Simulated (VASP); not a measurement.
# H3F2 (P1) in VASP: single point with r2SCAN

Aim: the single point of H3F2 with r2SCAN.

All numbers are computed with VASP 6.6.1; they aren't measurements. Logs are shortened: lines on timing, memory, paths and dates and some standing lists are left out, and cuts for length are marked.

### 1 The cell of the first run

The typed cell holds 10 atoms: a = 4.060 Å, b = 4.029 Å, c = 7.069 Å, α = 87.81°, β = 86.18°, γ = 88.33°.

### 2 Single point, r2SCAN

POSCAR reads:

```
H3F2
1.0
    4.0372194059     -0.4040076729     -0.1402437462
    0.5106836140      3.9916407365     -0.1920389273
    0.7680181911      0.5114644070      7.0083974079
H F
6 4
Direct
    0.8473512314      0.4343398297      0.1577878928
    0.8572179948      0.9327326421      0.1955317137
    0.3050425321      0.6808239708      0.5166505368
    0.4759567703      0.6207336344      0.5331624328
    0.0576584318      0.1376250004      0.7912193210
    0.5526586361      0.1389035664      0.8301383937
    0.8245379475      0.6442464158      0.0848849243
    0.8780408080      1.1322274867      0.2671795234
    0.8610482843      0.1320140870      0.7195847175
    0.3405013639      0.1463463667      0.9038515439
```

INCAR.step1 reads:

```
SYSTEM = H3F2
ALGO = Normal ; EDIFF = 1E-5
ENCUT = 910 ; GGA = PE
GGA_COMPAT = .FALSE. ; ISMEAR = 0
LASPH = .TRUE. ; LCHARG = .FALSE.
LREAL = .FALSE. ; LWAVE = .TRUE.
NBANDS = 28 ; NELM = 120
PREC = Accurate ; SIGMA = 0.02
```

INCAR.step2 reads:

```
SYSTEM = H3F2
ALGO = Normal ; EDIFF = 1E-6
ENCUT = 910 ; GGA_COMPAT = .FALSE.
ISIF = 2 ; ISMEAR = 0
ISTART = 1 ; LASPH = .TRUE.
LCHARG = .TRUE. ; LELF = .TRUE.
LMIXTAU = .TRUE. ; LREAL = .FALSE.
LVHAR = .TRUE. ; LWAVE = .FALSE.
METAGGA = R2SCAN ; NBANDS = 28
NELM = 120 ; PREC = Accurate
SIGMA = 0.02
```

KPOINTS reads:

```
k-points
0
G
  6 6 4
  0 0 0
```

Potentials or basis: VASP PAW PBE potentials, release 64 (H_h, F_h).

Run with:

```bash
> cat potpaw_PBE.64/H_h/POTCAR potpaw_PBE.64/F_h/POTCAR > POTCAR
> cp INCAR.step1 INCAR
> mpirun -np 1 vasp_std > vasp.out
> cp INCAR.step2 INCAR
> mpirun -np 1 vasp_std > vasp.out
```

OUTCAR:

```text
SYSTEM = H3F2
   EDIFF = 1E-6
   ENCUT = 910
   ISIF = 2
   ISMEAR = 0
   ISTART = 1
   LASPH = .TRUE.
   LREAL = .FALSE.
   METAGGA = R2SCAN
   NELM = 120
   PREC = Accurate

 ion  position               nearest neighbor table
   1  0.847  0.434  0.158-   7 0.98
   2  0.857  0.933  0.196-   8 0.97
   3  0.305  0.681  0.517-   4 0.74
   4  0.476  0.621  0.533-   3 0.74
   5  0.058  0.138  0.791-   9 0.97
   6  0.553  0.139  0.830-  10 0.98
   7  0.825  0.644  0.085-   1 0.98
   8  0.878  0.132  0.267-   2 0.97
   9  0.861  0.132  0.720-   5 0.97
  10  0.341  0.146  0.904-   6 0.98

  LATTYP: Found a triclinic cell.
 ALAT       =     5.6356776320
 B/A-ratio  =     0.7148662434
 C/A-ratio  =     1.4042389896
 COS(alpha) =     0.0191918042
 COS(beta)  =     0.3404223622
 COS(gamma) =     0.6939005783

  Lattice vectors:

 A1 = (   3.5265357919,  -4.3956484094,   0.0517951811)
 A2 = (  -0.5106836140,  -3.9916407365,   0.1920389273)
 A3 = (   3.2692012148,  -0.9154720799,  -7.1486411541)

Analysis of symmetry for initial positions (statically):
=====================================================================
 Subroutine PRICEL returns:
 Original cell was already a primitive cell.

 Routine SETGRP: Setting up the symmetry group for a
 triclinic supercell.

 Subroutine GETGRP returns: Found  1 space group operations
 (whereof  1 operations were pure point group operations)
 out of a pool of  2 trial point group operations.

The static configuration has the point symmetry C_1 .

Analysis of symmetry for dynamics (positions and initial velocities):
=====================================================================
 Subroutine PRICEL returns:
 Original cell was already a primitive cell.

 Routine SETGRP: Setting up the symmetry group for a
 triclinic supercell.

 Subroutine GETGRP returns: Found  1 space group operations
 (whereof  1 operations were pure point group operations)
 out of a pool of  2 trial point group operations.

The dynamic configuration has the point symmetry C_1 .

 Subroutine INISYM returns: Found  1 space group operations
 (whereof  1 operations are pure point group operations),
 and found     1 'primitive' translations

----------------------------------------------------------------------------------------

                                     Primitive cell

  volume of cell :     115.2366

  direct lattice vectors                    reciprocal lattice vectors
     4.037219406 -0.404007673 -0.140243746     0.243613714 -0.032338353 -0.024336498
     0.510683614  3.991640736 -0.192038927     0.023948257  0.246468033 -0.020611320
     0.768018191  0.511464407  7.008397408     0.005531121  0.006106418  0.141634203

  length of vectors
     4.059806774  4.028755698  7.068881242     0.246952781  0.248485084  0.141873638

  position of ions in fractional coordinates (direct lattice)
     0.847351231  0.434339830  0.157787893
     0.857217995  0.932732642  0.195531714
     0.305042532  0.680823971  0.516650537
     0.475956770  0.620733634  0.533162433
     0.057658432  0.137625000  0.791219321
     0.552658636  0.138903566  0.830138394
     0.824537947  0.644246416  0.084884924
     0.878040808  0.132227487  0.267179523
     0.861048284  0.132014087  0.719584717
     0.340501364  0.146346367  0.903851544

  ion indices of the primitive-cell ions
   primitive index   ion index
                 1           1
                 2           2
                 3           3
                 4           4
                 5           5
                 6           6
                 7           7
                 8           8
                 9           9
                10          10

----------------------------------------------------------------------------------------

 KPOINTS: k-points

Automatic generation of k-mesh.
 Grid dimensions read from file:
 generate k-points for:    6    6    4

 Generating k-lattice:

  Cartesian coordinates                     Fractional coordinates (reciprocal lattice)
     0.040602286 -0.005389725 -0.004056083     0.166666667 -0.000000000 -0.000000000
     0.003991376  0.041078006 -0.003435220    -0.000000000  0.166666667 -0.000000000
     0.001382780  0.001526605  0.035408551     0.000000000  0.000000000  0.250000000

  Length of vectors
     0.041158797  0.041414181  0.035468410

  Shift w.r.t. Gamma in fractional coordinates (k-lattice)
     0.000000000  0.000000000  0.000000000

 Subroutine IBZKPT returns following result:
 ===========================================

 Found     76 irreducible k-points:

 Following reciprocal coordinates:
            Coordinates               Weight
  0.000000  0.000000  0.000000      1.000000
  0.166667  0.000000  0.000000      2.000000
  0.333333  0.000000  0.000000      2.000000
  0.500000  0.000000  0.000000      1.000000
  0.000000  0.166667  0.000000      2.000000
  0.166667  0.166667  0.000000      2.000000
[... 16 lines left out ...]
  0.333333 -0.000000  0.250000      2.000000
  0.500000 -0.000000  0.250000      2.000000
 [... further k-points ...]
   k-points           NKPTS =     76   k-points in BZ     NKDIM =     76   number of bands    NBANDS=     28
   number of dos      NEDOS =    301   number of ions     NIONS =     10
   total plane-waves  NPLWV = 112000
   dimension x,y,z NGX =    40 NGY =   40 NGZ =   70
   dimension x,y,z NGXF=    80 NGYF=   80 NGZF=  140
   ions per type =               6   4
   NGX,Y,Z   is equivalent  to a cutoff of  16.38, 16.51, 16.46 a.u.
   NGXF,Y,Z  is equivalent  to a cutoff of  32.76, 33.01, 32.93 a.u.
 SYSTEM =  H3F2
   PREC   = accura    normal or accurate (medium, high low for compatibility)
   ISTART =      1    job   : 0-new  1-cont  2-samecut
   ICHARG =      0    charge: 1-file 2-atom 10-const
   ISPIN  =      1    spin polarized calculation?
   LNONCOLLINEAR =      F non collinear calculations
   LSORBIT =      F    spin-orbit coupling
   LASPH  =      T    aspherical Exc in radial PAW
   ENCUT  =  910.0 eV  66.88 Ry    8.18 a.u.   9.99  9.91 17.39*2*pi/ulx,y,z
   NELM   =    120;   NELMIN=  2; NELMDL=  0     # of ELM steps
   EDIFF  = 0.1E-05   stopping-criterion for ELM
   LREAL  =      F    real-space projection
   EDIFFG = 0.1E-04   stopping-criterion for IOM
   NSW    =      0    number of steps for IOM
   IBRION =     -1    ionic relax: 0-MD 1-quasi-New 2-CG
   NFREE  =      0    steps in history (QN), initial steepest desc. (CG)
   ISIF   =      2    stress and relaxation
   ISYM   =      2    0-nonsym 1-usesym 2-fastsym
   POTIM  = 0.5000    time-step for ionic-motion
   TEBEG  =    0.0;   TEEND  =   0.0 temperature during run
   PSTRESS=    0.0 pullay stress
   NELECT =      34.0000    total number of electrons
   NUPDOWN=      -1.0000    fix difference up-down
   EMIN   =  10.00;   EMAX   =-10.00  energy-range for DOS
   EFERMI =   0.00;   METHOD = LEGACY
   ISMEAR =     0;   SIGMA  =   0.02  broadening in eV -4-tet -1-fermi 0-gaus
   EFERMI_NEDOS =   21; number of points for ismear=-14 and -15
   IALGO  =     38    algorithm
   IMIX   =      4    mixing-type and parameters
     AMIX     =   0.40;   BMIX     =  1.00
     AMIX_MAG =   1.60;   BMIX_MAG =  1.00
  volume/ion in A,a.u.               =      11.52        77.77
  Fermi-wavevector in a.u.,A,eV,Ry     =   1.089861  2.059538 16.160947  1.187796
  Thomas-Fermi vector in A             =   2.226073
   LORBIT       =      0    0 simple, 1 ext, 2 COOP (PROOUT), +10 PAW based schemes
   METAGGA = R2SCAN    functional components
   LHFCALC =     F    Hartree Fock is set to
   AEXX    =    0.0000 exact exchange contribution
   IVDW    =     0    specifies the selected vdW correction
   LEPSILON=     F    determine dielectric tensor
   LRPA    =     F    only Hartree local field effects (RPA)
 non-spin polarized calculation
 Gauss-broadening in eV      SIGMA  =   0.02
  energy-cutoff  :      910.00
  volume of cell :      115.24
 maximum number of plane-waves:      7207
   NGX = 19   NGY = 19   NGZ = 35

 number of electron      33.9999995 magnetization

 Free energy of the ion-electron system (eV)
  ---------------------------------------------------
  ext. energy  EPLUGINS =         0.00000000
  ---------------------------------------------------
  free energy    TOTEN  =       -46.15662338 eV

  energy without entropy =      -46.15662338  energy(sigma->0) =      -46.15662338

 E-fermi :  -6.9274     XC(G=0):  -6.8261

 val. band max:       -7.0748251278   @ k =   0.0000   0.5000   0.5000
 cond. band min:       2.3310253027   @ k =   0.0000  -0.0000   0.5000
 fundamental gap:      9.4058504305
 Fermi energy:        -6.9273590919

 k-point     1 :       0.0000    0.0000    0.0000
  band No.  band energies     occupation
      1     -29.6283      2.00000
      2     -29.5111      2.00000
      3     -28.2577      2.00000
      4     -28.2284      2.00000
      5     -12.9682      2.00000
      6     -12.9403      2.00000
[... 20 lines left out ...]
     27      10.9599      0.00000
     28      11.1015      0.00000

 k-point     2 :       0.1667    0.0000    0.0000
  band No.  band energies     occupation
      1     -29.5988      2.00000
      2     -29.4598      2.00000
      3     -28.3485      2.00000
      4     -28.2354      2.00000
      5     -12.9409      2.00000
      6     -12.8084      2.00000
[... 20 lines left out ...]
     27      11.0299      0.00000
     28      11.2040      0.00000

 k-point     3 :       0.3333    0.0000    0.0000
  band No.  band energies     occupation
      1     -29.5760      2.00000
      2     -29.2573      2.00000
      3     -28.6075      2.00000
      4     -28.2353      2.00000
      5     -12.9333      2.00000
      6     -12.3674      2.00000
[... 616 lines left out ...]
      3     -28.6073      2.00000
      4     -28.2351      2.00000
      5     -12.9327      2.00000
      6     -12.3675      2.00000
[... 20 lines left out ...]
     27      10.9234      0.00000
     28      11.3083      0.00000

 k-point    24 :       0.5000   -0.0000    0.2500
  band No.  band energies     occupation
      1     -29.5706      2.00000
      2     -28.9520      2.00000
      3     -28.9357      2.00000
      4     -28.2345      2.00000
      5     -12.9287      2.00000
      6     -11.7474      2.00000
[... 20 lines left out ...]
     27      11.2990      0.00000
     28      11.4698      0.00000

 [... further k-points ...]
[... 5 lines left out ...]
  --------------------------------------------------------------------------------------
  -------------------------------------------------------------------------------------
  Total       -0.3608479     -0.3665082     -0.3876872      0.0020938     -0.0105001     -0.0021591
  in kB       -5.0170012     -5.0956983     -5.3901576      0.0291107     -0.1459874     -0.0300187
  external PRESSURE =      -5.1676190 kB  Pullay stress =       0.0000000 kB

 VOLUME and BASIS-vectors are now :
 -----------------------------------------------------------------------------
  energy-cutoff  :      910.00
  volume of cell :      115.24
      direct lattice vectors                 reciprocal lattice vectors
     4.037219406 -0.404007673 -0.140243746     0.243613714 -0.032338353 -0.024336498
     0.510683614  3.991640736 -0.192038927     0.023948257  0.246468033 -0.020611320
     0.768018191  0.511464407  7.008397408     0.005531121  0.006106418  0.141634203

 POSITION                                       TOTAL-FORCE (eV/Angst)
 -----------------------------------------------------------------------------------
      3.76394      1.47210      0.90359         0.001003     -0.026013      0.019243
      4.08728      3.47682      1.07102        -0.006072     -0.020601     -0.008061
      1.97601      2.85861      3.44737        -0.000807      0.000994      0.001200
      2.64802      2.55815      3.55066         0.000568     -0.002351     -0.001591
      0.91073      0.93074      5.51066         0.024183     -0.001651      0.008693
      2.93970      0.75576      5.71376         0.023722     -0.006047     -0.017236
      3.72304      2.28190      0.35555        -0.000488      0.022572     -0.016461
      3.81757      0.30972      1.72397         0.005412      0.024378      0.006804
      4.09631      0.54712      4.89703        -0.019932      0.001013     -0.009466
      2.14359      0.90888      6.25869        -0.027588      0.007707      0.016876
 -----------------------------------------------------------------------------------
    total drift:                               -0.000224      0.001829      0.001541

  FREE ENERGIE OF THE ION-ELECTRON SYSTEM (eV)
  ---------------------------------------------------
  free  energy   TOTEN  =       -46.1566233808 eV

  energy  without entropy=      -46.1566233808  energy(sigma->0) =      -46.15662338
```

Run time: 19 min. Hardware: 1 thread of Intel Xeon Platinum 8488C (Sapphire Rapids), shared host; peak memory 0.61 GiB.

Results:

```
Free energy            : -46.1566 eV
Pressure               : -0.5 GPa
Largest force          : 0.033 eV/Å
Band gap on the k mesh : 9.41 eV (least direct gap 9.44 eV)
```

Forces in eV/Å, atoms in the order of the input:
```
H    0.001 -0.026  0.019
H   -0.006 -0.021 -0.008
H   -0.001  0.001  0.001
H    0.001 -0.002 -0.002
H    0.024 -0.002  0.009
H    0.024 -0.006 -0.017
F    0.000  0.023 -0.016
F    0.005  0.024  0.007
F   -0.020  0.001 -0.009
F   -0.028  0.008  0.017
```

Levels at points of the mesh, in eV from the valence-band top:
```csv
k point,band 13,band 14,band 15,band 16,band 17,band 18,band 19,band 20,band 21,band 22
"(0.00, 0.00, 0.00)",-0.63,-0.54,-0.36,-0.08,-0.04,9.59,11.25,14.01,14.24,15.41
"(0.50, 0.00, 0.00)",-0.45,-0.44,-0.40,-0.28,-0.06,10.10,12.57,12.72,13.34,14.22
"(0.00, 0.50, 0.00)",-0.46,-0.42,-0.40,-0.26,0.00,10.70,12.56,13.12,13.54,14.12
"(0.50, 0.50, 0.00)",-0.40,-0.39,-0.35,-0.29,-0.20,11.33,12.71,13.75,14.14,14.59
"(0.00, 0.00, 0.50)",-0.64,-0.59,-0.20,-0.08,-0.04,9.41,11.59,13.83,14.32,15.81
"(0.50, 0.00, 0.50)",-0.45,-0.44,-0.41,-0.28,-0.05,10.40,11.87,12.19,14.08,15.59
"(0.00, 0.50, 0.50)",-0.45,-0.43,-0.40,-0.25,0.00,11.12,12.04,12.26,14.15,14.51
"(0.50, 0.50, 0.50)",-0.44,-0.41,-0.38,-0.31,-0.11,11.38,12.87,13.52,14.21,14.36
```

Caveat: the PAW data sets were made with another functional, which shifts forces and pressure a little. A k mesh can miss the band edges.
